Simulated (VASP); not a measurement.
Write the native input for VASP 6.6.1 that does the following.

| Item | Value |
| --- | --- |
| Task | single point |
| Functional | PBEsol |
| Potentials or basis | VASP PAW PBE potentials, release 64 (Al) |
| Cutoff | 520 eV |
| k mesh | 18 × 18 × 10 |
| Occupations | gaussian, width 0.15 eV |
| Spin | no spin polarisation |
| Dipole correction | no |
| Further INCAR settings | ALGO = Normal; EDIFF = 1e-07; NBANDS = 10 |

The structure of Al lies in POSCAR:

```
Al
1.0
    2.7300000000      0.0000000000      0.0000000000
   -1.3650000000      2.3642493523      0.0000000000
    0.0000000000      0.0000000000      4.4157000000
Al
2
Direct
    0.6666666667      0.3333333333      0.7500000000
    0.3333333333      0.6666666667      0.2500000000
```

These files were run (other wordings do the same):

INCAR

```
PREC = Accurate
ENCUT = 520
EDIFF = 1E-7
ISMEAR = 0
SIGMA = 0.15
LREAL = F
LASPH = T
NELM = 60
ALGO = Normal
ISIF = 2
LWAVE = F
LCHARG = F
GGA = PS
NBANDS = 10
```

KPOINTS

```
regular mesh
0
Gamma
  18 18 10
```

Potentials or basis: VASP PAW PBE potentials, release 64 (Al).

Run with:

```sh
$ cat potpaw_PBE.64/Al/POTCAR > POTCAR
$ mpirun -np 1 vasp_std > vasp.out
```

It gave:

```yaml
Pressure: 14.4 GPa
Band_gap_on_the_k_mesh: zero (band 3 reaches 14.14 eV, above the bottom of band 4 at 6.15 eV)
```

Caveat: the PAW data sets were made with another functional, which shifts forces and pressure a little.

It took 15 s on 1 thread of Intel(R) Xeon(R) 6975P-C (Granite Rapids), on a shared host, peak memory 0.17 GiB.
